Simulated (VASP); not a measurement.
Wanted: the native input for a VASP 6.6.1 run.

* Task: single point
* Functional: LDA
* Potentials or basis: VASP PAW LDA potentials, release 64 (Co_sv)
* Cutoff: 600 eV
* k mesh: 5 × 5 × 3
* Occupations: fermi-dirac, width 0.05 eV
* Spin: collinear spin, ferromagnetic start
* Starting moments: [1.558, 1.558] μB
* Dipole correction: no
* Second run: valence_matched
* Further INCAR settings: ALGO = Normal; EDIFF = 1e-06; NBANDS = 28

The structure of Co lies in POSCAR:

```
Co
1.0
    2.4273810165      0.0000000000      0.0000000000
   -1.2136905082      2.1021736250      0.0000000000
    0.0000000000      0.0000000000      3.9230481332
Co
2
Direct
    0.3333333333      0.6666666667      0.2500000000
    0.6666666667      0.3333333333      0.7500000000
```

The input as run:

INCAR

```
SYSTEM = Co
ALGO = Normal
EDIFF = 1E-6
ENCUT = 600
GGA_COMPAT = .FALSE.
ISIF = 2
ISMEAR = -1
ISPIN = 2
LASPH = .TRUE.
LCHARG = .FALSE.
LMAXMIX = 4
LORBIT = 11
LREAL = .FALSE.
LWAVE = .FALSE.
MAGMOM = 1.558 1.558
NBANDS = 28
NELM = 200
PREC = Accurate
SIGMA = 0.05
```

KPOINTS

```
k-points
0
G
  5 5 3
  0 0 0
```

Potentials or basis: VASP PAW LDA potentials, release 64 (Co_sv).

Run with:

```console
$ cat potpaw_LDA.64/Co_sv/POTCAR > POTCAR
$ mpirun -np 1 vasp_std > vasp.out
```

It gave:

```yaml
Pressure: -3.1 GPa
Net_moment: 3.10 μB per cell
Site_moments: Co +1.55 μB
Valence_electrons_inside_the_program's_atomic_spheres: Co 15.13
```

Caveat: the k points lie up to 0.60 Å⁻¹ apart.

It took 9.3 s on 1 thread of Intel(R) Xeon(R) 6975P-C (Granite Rapids), on a shared host, peak memory 0.13 GiB.
